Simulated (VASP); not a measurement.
# CdTe (zincblende type) (F-43m) in VASP: further runs

Runs on CdTe (zincblende type). Level: PBE. Tasks: single point.

All numbers are computed with VASP 6.6.1; they aren't measurements. Logs are shortened: lines on timing, memory, paths and dates and some standing lists are left out, and cuts for length are marked.

## 1. The cell of the first run

Symmetry: F-43m, No. 216, cubic system. The conventional cell has a = 6.481 Å, b = 6.481 Å, c = 6.481 Å, α = 90.00°, β = 90.00°, γ = 90.00°. Cd (site symmetry -43m) has 4 Te at 2.81 Å within 3.7 Å. Te (site symmetry -43m) has 4 Cd at 2.81 Å within 3.7 Å.

## 2. Single point, PBE (volume scaled by 0.94)

Contents of INCAR:

```
  PREC = Accurate
  ENCUT = 520
  EDIFF = 1E-6
  ISMEAR = -1
  SIGMA = 0.08
  LREAL = F
  LASPH = T
  NELM = 100
  ALGO = Normal
  ISIF = 2
  LWAVE = F
  LCHARG = F
  GGA = PE
  NBANDS = 16
```

Contents of KPOINTS:

```
Automatic mesh
0
Gamma
  11 11 11
```

Contents of POSCAR:

```
CdTe
1.0
    0.0000000000      3.2404130080      3.2404130080
    3.2404130080      0.0000000000      3.2404130080
    3.2404130080      3.2404130080      0.0000000000
Cd Te
1 1
Direct
    0.0000000000      0.0000000000      0.0000000000
    0.2500000000      0.2500000000      0.2500000000
```

Potentials or basis: VASP PAW PBE potentials, release 64 (Cd, Te).

Command:

```bash
cat potpaw_PBE.64/Cd/POTCAR potpaw_PBE.64/Te/POTCAR > POTCAR
mpirun -np 1 vasp_std > vasp.out
```

OUTCAR:

```text
PREC = Accurate
   ENCUT = 520
   EDIFF = 1E-6
   ISMEAR = -1
   LREAL = F
   LASPH = T
   NELM = 100
   ISIF = 2
   GGA = PE

 ion  position               nearest neighbor table
   1  0.000  0.000  0.000-   2 2.81   2 2.81   2 2.81   2 2.81
   2  0.250  0.250  0.250-   1 2.81   1 2.81   1 2.81   1 2.81

  LATTYP: Found a face centered cubic cell.
 ALAT       =     6.4808260160

  Lattice vectors:

 A1 = (   0.0000000000,   3.2404130080,   3.2404130080)
 A2 = (   3.2404130080,   0.0000000000,   3.2404130080)
 A3 = (   3.2404130080,   3.2404130080,   0.0000000000)

Analysis of symmetry for initial positions (statically):
=====================================================================
 Subroutine PRICEL returns:
 Original cell was already a primitive cell.

 Routine SETGRP: Setting up the symmetry group for a
 face centered cubic supercell.

 Subroutine GETGRP returns: Found 24 space group operations
 (whereof 24 operations were pure point group operations)
 out of a pool of 48 trial point group operations.

The static configuration has the point symmetry T_d .

Analysis of symmetry for dynamics (positions and initial velocities):
=====================================================================
 Subroutine PRICEL returns:
 Original cell was already a primitive cell.

 Routine SETGRP: Setting up the symmetry group for a
 face centered cubic supercell.

 Subroutine GETGRP returns: Found 24 space group operations
 (whereof 24 operations were pure point group operations)
 out of a pool of 48 trial point group operations.

The dynamic configuration has the point symmetry T_d .

 Subroutine INISYM returns: Found 24 space group operations
 (whereof 24 operations are pure point group operations),
 and found     1 'primitive' translations

----------------------------------------------------------------------------------------

                                     Primitive cell

  volume of cell :      68.0505

  direct lattice vectors                    reciprocal lattice vectors
     0.000000000  3.240413008  3.240413008    -0.154301319  0.154301319  0.154301319
     3.240413008  0.000000000  3.240413008     0.154301319 -0.154301319  0.154301319
     3.240413008  3.240413008  0.000000000     0.154301319  0.154301319 -0.154301319

  length of vectors
     4.582636024  4.582636024  4.582636024     0.267257724  0.267257724  0.267257724

  position of ions in fractional coordinates (direct lattice)
     0.000000000  0.000000000  0.000000000
     0.250000000  0.250000000  0.250000000

  ion indices of the primitive-cell ions
   primitive index   ion index
                 1           1
                 2           2

----------------------------------------------------------------------------------------

 KPOINTS: Automatic mesh

Automatic generation of k-mesh.
 Grid dimensions read from file:
 generate k-points for:   11   11   11

 Generating k-lattice:

  Cartesian coordinates                     Fractional coordinates (reciprocal lattice)
    -0.014027393  0.014027393  0.014027393     0.090909091  0.000000000  0.000000000
     0.014027393 -0.014027393  0.014027393     0.000000000  0.090909091  0.000000000
     0.014027393  0.014027393 -0.014027393     0.000000000  0.000000000  0.090909091

  Length of vectors
     0.024296157  0.024296157  0.024296157

  Shift w.r.t. Gamma in fractional coordinates (k-lattice)
     0.000000000  0.000000000  0.000000000

 Subroutine IBZKPT returns following result:
 ===========================================

 Found     56 irreducible k-points:

 Following reciprocal coordinates:
            Coordinates               Weight
  0.000000  0.000000  0.000000      1.000000
  0.090909  0.000000  0.000000      8.000000
  0.181818  0.000000  0.000000      8.000000
  0.272727  0.000000  0.000000      8.000000
  0.363636  0.000000  0.000000      8.000000
  0.454545  0.000000  0.000000      8.000000
[... 16 lines left out ...]
 -0.272727  0.181818  0.000000     24.000000
 -0.181818  0.181818  0.000000     12.000000
 [... further k-points ...]
   k-points           NKPTS =     56   k-points in BZ     NKDIM =     56   number of bands    NBANDS=     16
   number of dos      NEDOS =    301   number of ions     NIONS =      2
   total plane-waves  NPLWV =  46656
   dimension x,y,z NGX =    36 NGY =   36 NGZ =   36
   dimension x,y,z NGXF=    72 NGYF=   72 NGZF=   72
   ions per type =               1   1
   NGX,Y,Z   is equivalent  to a cutoff of  13.06, 13.06, 13.06 a.u.
   NGXF,Y,Z  is equivalent  to a cutoff of  26.12, 26.12, 26.12 a.u.
 SYSTEM =  unknown system
   PREC   = accura    normal or accurate (medium, high low for compatibility)
   ISTART =      0    job   : 0-new  1-cont  2-samecut
   ICHARG =      2    charge: 1-file 2-atom 10-const
   ISPIN  =      1    spin polarized calculation?
   LNONCOLLINEAR =      F non collinear calculations
   LSORBIT =      F    spin-orbit coupling
   LASPH  =      T    aspherical Exc in radial PAW
   ENCUT  =  520.0 eV  38.22 Ry    6.18 a.u.   8.52  8.52  8.52*2*pi/ulx,y,z
   NELM   =    100;   NELMIN=  2; NELMDL= -5     # of ELM steps
   EDIFF  = 0.1E-05   stopping-criterion for ELM
   LREAL  =      F    real-space projection
   EDIFFG = 0.1E-04   stopping-criterion for IOM
   NSW    =      0    number of steps for IOM
   IBRION =     -1    ionic relax: 0-MD 1-quasi-New 2-CG
   NFREE  =      0    steps in history (QN), initial steepest desc. (CG)
   ISIF   =      2    stress and relaxation
   ISYM   =      2    0-nonsym 1-usesym 2-fastsym
   POTIM  = 0.5000    time-step for ionic-motion
   TEBEG  =    0.0;   TEEND  =   0.0 temperature during run
   PSTRESS=    0.0 pullay stress
   NELECT =      18.0000    total number of electrons
   NUPDOWN=      -1.0000    fix difference up-down
   EMIN   =  10.00;   EMAX   =-10.00  energy-range for DOS
   EFERMI =   0.00;   METHOD = LEGACY
   ISMEAR =    -1;   SIGMA  =   0.08  broadening in eV -4-tet -1-fermi 0-gaus
   EFERMI_NEDOS =   21; number of points for ismear=-14 and -15
   IALGO  =     38    algorithm
   IMIX   =      4    mixing-type and parameters
     AMIX     =   0.40;   BMIX     =  1.00
     AMIX_MAG =   1.60;   BMIX_MAG =  1.00
  volume/ion in A,a.u.               =      34.03       229.61
  Fermi-wavevector in a.u.,A,eV,Ry     =   1.050885  1.985885 15.025728  1.104360
  Thomas-Fermi vector in A             =   2.185906
   LORBIT       =      0    0 simple, 1 ext, 2 COOP (PROOUT), +10 PAW based schemes
   GGA     = PE    functional components
   LHFCALC =     F    Hartree Fock is set to
   AEXX    =    0.0000 exact exchange contribution
   IVDW    =     0    specifies the selected vdW correction
   LEPSILON=     F    determine dielectric tensor
   LRPA    =     F    only Hartree local field effects (RPA)
 non-spin polarized calculation
  energy-cutoff  :      520.00
  volume of cell :       68.05
 maximum number of plane-waves:      1857
 NGX is ok and might be reduce to    36
   NGX = 17   NGY = 17   NGZ = 17

 number of electron      17.9999996 magnetization

 Free energy of the ion-electron system (eV)
  ---------------------------------------------------
  ext. energy  EPLUGINS =         0.00000000
  ---------------------------------------------------
  free energy    TOTEN  =        -4.77617492 eV

  energy without entropy =       -4.77612565  energy(sigma->0) =       -4.77615028

 E-fermi :   2.8442     XC(G=0):  -8.5856

 val. band max:        2.3462435729   @ k =   0.0000   0.0000   0.0000
 cond. band min:       3.1186182021   @ k =   0.0000   0.0000   0.0000
 fundamental gap:      0.7723746293
 Fermi energy:         2.8441756718

 k-point     1 :       0.0000    0.0000    0.0000
  band No.  band energies     occupation
      1      -8.8276      2.00000
      2      -5.9382      2.00000
      3      -5.9382      2.00000
      4      -5.9382      2.00000
      5      -5.6775      2.00000
      6      -5.6775      2.00000
[... 8 lines left out ...]
     15      11.7049      0.00000
     16      11.7049      0.00000

 k-point     2 :       0.0909    0.0000    0.0000
  band No.  band energies     occupation
      1      -8.7960      2.00000
      2      -5.9321      2.00000
      3      -5.9321      2.00000
      4      -5.9145      2.00000
      5      -5.6781      2.00000
      6      -5.6781      2.00000
[... 8 lines left out ...]
     15      11.1969      0.00000
     16      11.1969      0.00000

 k-point     3 :       0.1818    0.0000    0.0000
  band No.  band energies     occupation
      1      -8.7110      2.00000
      2      -5.9165      2.00000
      3      -5.9165      2.00000
      4      -5.8378      2.00000
      5      -5.6787      2.00000
      6      -5.6787      2.00000
[... 8 lines left out ...]
     15      10.7857      0.00000
     16      10.8151      0.00000

 k-point     4 :       0.2727    0.0000    0.0000
  band No.  band energies     occupation
      1      -8.5997      2.00000
      2      -5.8980      2.00000
      3      -5.8980      2.00000
      4      -5.6986      2.00000
      5      -5.6772      2.00000
      6      -5.6772      2.00000
[... 8 lines left out ...]
     15      10.8693      0.00000
     16      10.8693      0.00000
[... 324 lines left out ...]
 k-point    22 :      -0.3636    0.1818    0.0000
  band No.  band energies     occupation
      1      -8.4060      2.00000
      2      -5.8578      2.00000
      3      -5.8539      2.00000
      4      -5.6823      2.00000
      5      -5.6779      2.00000
      6      -5.3138      2.00000
[... 8 lines left out ...]
     15      11.3016      0.00000
     16      12.4784      0.00000

 k-point    23 :      -0.2727    0.1818    0.0000
  band No.  band energies     occupation
      1      -8.4710      2.00000
      2      -5.8706      2.00000
      3      -5.8641      2.00000
      4      -5.6856      2.00000
      5      -5.6828      2.00000
      6      -5.4785      2.00000
[... 8 lines left out ...]
     15      11.8958      0.00000
     16      13.0645      0.00000

 k-point    24 :      -0.1818    0.1818    0.0000
  band No.  band energies     occupation
      1      -8.5631      2.00000
      2      -5.8915      2.00000
      3      -5.8777      2.00000
      4      -5.7034      2.00000
      5      -5.6876      2.00000
      6      -5.6293      2.00000
[... 8 lines left out ...]
     15      11.6017      0.00000
     16      12.3455      0.00000

 [... further k-points ...]

------------------------ aborting loop because EDIFF is reached ----------------------------------------

  FORCE on cell =-STRESS in cart. coord.  units (eV):
  Direction    XX          YY          ZZ          XY          YZ          ZX
  --------------------------------------------------------------------------------------
  -------------------------------------------------------------------------------------
  Total        1.1515371      1.1515371      1.1515371      0.0000000      0.0000000     -0.0000000
  in kB       27.1117411     27.1117411     27.1117411      0.0000000      0.0000000     -0.0000000
  external PRESSURE =      27.1117411 kB  Pullay stress =       0.0000000 kB

 VOLUME and BASIS-vectors are now :
 -----------------------------------------------------------------------------
  energy-cutoff  :      520.00
  volume of cell :       68.05
      direct lattice vectors                 reciprocal lattice vectors
     0.000000000  3.240413008  3.240413008    -0.154301319  0.154301319  0.154301319
     3.240413008  0.000000000  3.240413008     0.154301319 -0.154301319  0.154301319
     3.240413008  3.240413008  0.000000000     0.154301319  0.154301319 -0.154301319

 POSITION                                       TOTAL-FORCE (eV/Angst)
 -----------------------------------------------------------------------------------
      0.00000      0.00000      0.00000        -0.000000     -0.000000     -0.000000
      1.62021      1.62021      1.62021         0.000000      0.000000      0.000000
 -----------------------------------------------------------------------------------
    total drift:                               -0.000000     -0.000000     -0.000000

  FREE ENERGIE OF THE ION-ELECTRON SYSTEM (eV)
  ---------------------------------------------------
  free  energy   TOTEN  =        -4.7761749191 eV

  energy  without entropy=       -4.7761256471  energy(sigma->0) =       -4.77615028
```

Wall time 45 s (1 thread of Intel Xeon Platinum 8488C (Sapphire Rapids), shared host); peak memory 0.24 GiB.

What came out:

| Quantity | Value |
| --- | --- |
| Free energy | -4.7762 eV |
| Pressure | 2.7 GPa |
| Band gap on the k mesh | 0.77 eV, direct |

Levels at points of the mesh, in eV from the valence-band top:
```
           k point  band 7  band 8  band 9  band 10  band 11  band 12
(0.00, 0.00, 0.00)    0.00    0.00    0.00     0.77     4.60     4.60
```

Caveat: the cell differs from its parent crystal (volume scaled by 0.94); spin-orbit coupling is left out, which moves the levels of the heavy elements.

## 3. Single point, PBE

This run uses another cell than the first one, of 36.20 Å³/atom, 1.064 times its volume.

Contents of INCAR:

```
SYSTEM = CdTe
  PREC = Accurate
  ENCUT = 520
  EDIFF = 1E-6
  ISMEAR = -1
  SIGMA = 0.08
  LREAL = .FALSE.
  LASPH = .TRUE.
  NELM = 60
  ALGO = Normal
  ISIF = 2
  LWAVE = .FALSE.
  LCHARG = .FALSE.
  GGA = PE
  NBANDS = 16
```

Contents of KPOINTS:

```
Automatic mesh
0
G
  11 11 11
  0 0 0
```

Contents of POSCAR:

```
CdTe
1.0
    0.0000000000      3.3079409550      3.3079409550
    3.3079409550      0.0000000000      3.3079409550
    3.3079409550      3.3079409550      0.0000000000
Cd Te
1 1
Direct
    0.0000000000      0.0000000000      0.0000000000
    0.2500000000      0.2500000000      0.2500000000
```

Potentials or basis: VASP PAW PBE potentials, release 64 (Cd, Te).

Command:

```bash
cat potpaw_PBE.64/Cd/POTCAR potpaw_PBE.64/Te/POTCAR > POTCAR
mpirun -np 1 vasp_std > vasp.out
```

OUTCAR:

```text
SYSTEM = CdTe
   PREC = Accurate
   ENCUT = 520
   EDIFF = 1E-6
   ISMEAR = -1
   LREAL = .FALSE.
   LASPH = .TRUE.
   NELM = 60
   ISIF = 2
   GGA = PE

 ion  position               nearest neighbor table
   1  0.000  0.000  0.000-   2 2.86   2 2.86   2 2.86   2 2.86
   2  0.250  0.250  0.250-   1 2.86   1 2.86   1 2.86   1 2.86

  LATTYP: Found a face centered cubic cell.
 ALAT       =     6.6158819100

  Lattice vectors:

 A1 = (   0.0000000000,   3.3079409550,   3.3079409550)
 A2 = (   3.3079409550,   0.0000000000,   3.3079409550)
 A3 = (   3.3079409550,   3.3079409550,   0.0000000000)

Analysis of symmetry for initial positions (statically):
=====================================================================
 Subroutine PRICEL returns:
 Original cell was already a primitive cell.

 Routine SETGRP: Setting up the symmetry group for a
 face centered cubic supercell.

 Subroutine GETGRP returns: Found 24 space group operations
 (whereof 24 operations were pure point group operations)
 out of a pool of 48 trial point group operations.

The static configuration has the point symmetry T_d .
[... 157 lines left out ...]

  energy without entropy =       -4.81272806  energy(sigma->0) =       -4.81279630

 E-fermi :   2.2201     XC(G=0):  -8.3141

 val. band max:        1.8050455538   @ k =   0.0000   0.0000   0.0000
 cond. band min:       2.3915017852   @ k =   0.0000   0.0000   0.0000
 fundamental gap:      0.5864562314
 Fermi energy:         2.2200550176

 k-point     1 :       0.0000    0.0000    0.0000
  band No.  band energies     occupation
      1      -9.0344      2.00000
      2      -6.2859      2.00000
      3      -6.2859      2.00000
      4      -6.2859      2.00000
      5      -6.0684      2.00000
      6      -6.0684      2.00000
[... 433 lines left out ...]
      3      -6.2353      2.00000
      4      -6.0824      2.00000
      5      -6.0763      2.00000
      6      -6.0177      2.00000
[... 8 lines left out ...]
     15      10.9177      0.00000
     16      11.6362      0.00000

 [... further k-points ...]

------------------------ aborting loop because EDIFF is reached ----------------------------------------

  FORCE on cell =-STRESS in cart. coord.  units (eV):
  Direction    XX          YY          ZZ          XY          YZ          ZX
  --------------------------------------------------------------------------------------
  -------------------------------------------------------------------------------------
  Total        0.0693949      0.0693949      0.0693949      0.0000000      0.0000000     -0.0000000
  in kB        1.5358014      1.5358014      1.5358014      0.0000000      0.0000000     -0.0000000
  external PRESSURE =       1.5358014 kB  Pullay stress =       0.0000000 kB

 VOLUME and BASIS-vectors are now :
 -----------------------------------------------------------------------------
  energy-cutoff  :      520.00
  volume of cell :       72.39
      direct lattice vectors                 reciprocal lattice vectors
     0.000000000  3.307940955  3.307940955    -0.151151428  0.151151428  0.151151428
     3.307940955  0.000000000  3.307940955     0.151151428 -0.151151428  0.151151428
     3.307940955  3.307940955  0.000000000     0.151151428  0.151151428 -0.151151428

 POSITION                                       TOTAL-FORCE (eV/Angst)
 -----------------------------------------------------------------------------------
      0.00000      0.00000      0.00000        -0.000000      0.000000      0.000000
      1.65397      1.65397      1.65397         0.000000     -0.000000     -0.000000
 -----------------------------------------------------------------------------------
    total drift:                               -0.000000     -0.000000     -0.000001

  FREE ENERGIE OF THE ION-ELECTRON SYSTEM (eV)
  ---------------------------------------------------
  free  energy   TOTEN  =        -4.8128645266 eV

  energy  without entropy=       -4.8127280639  energy(sigma->0) =       -4.81279630
```

It took 45 s on 1 thread of Intel Xeon Platinum 8488C (Sapphire Rapids), shared host; peak memory 0.24 GiB.

What came out:

- Free energy: -4.8129 eV
- Pressure: 0.2 GPa
- Band gap on the k mesh: 0.59 eV, direct

Caveat: spin-orbit coupling is left out, which moves the levels of the heavy elements.
